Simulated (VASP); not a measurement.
Here is a VASP 6.6.1 calculation.

File INCAR:

```
SYSTEM = BN
PREC = Accurate ; ENCUT = 520
EDIFF = 1E-6 ; ISMEAR = -1
SIGMA = 0.02 ; LREAL = .FALSE.
LASPH = .TRUE. ; NELM = 80
ALGO = Normal ; ISIF = 2
LWAVE = .FALSE. ; LCHARG = .FALSE.
GGA = PE ; NBANDS = 11
```

The input KPOINTS:

```
regular mesh
0
G
  12 12 12
  0 0 0
```

POSCAR

```
BN
1.0
    0.0000000000      1.8856816338      1.7693476878
    1.8856816338      0.0000000000      1.7693476878
    1.8856816338      1.8856816338      0.0000000000
B N
1 1
Direct
    0.0000000000      0.0000000000      0.0000000000
    0.2500000000      0.2500000000      0.2500000000
```

Potentials or basis: VASP PAW PBE potentials, release 64 (B, N).

Run with:

```sh
$ cat potpaw_PBE.64/B/POTCAR potpaw_PBE.64/N/POTCAR > POTCAR
$ mpirun -np 1 vasp_std > vasp.out
```

Task: What does it give for the pressure?

Result: -18.5 GPa.

Task: Predict the band gap on the k mesh.

Result: 3.39 eV, indirect (least direct gap 7.90 eV).

Stress tensor (GPa, compression positive):
```
-29.76   0.00   0.00
  0.00 -29.76   0.00
  0.00   0.00   3.98
```

Caveat: the cell differs from its parent crystal (epitaxial xy strain +4.5%). A k mesh can miss the band edges.
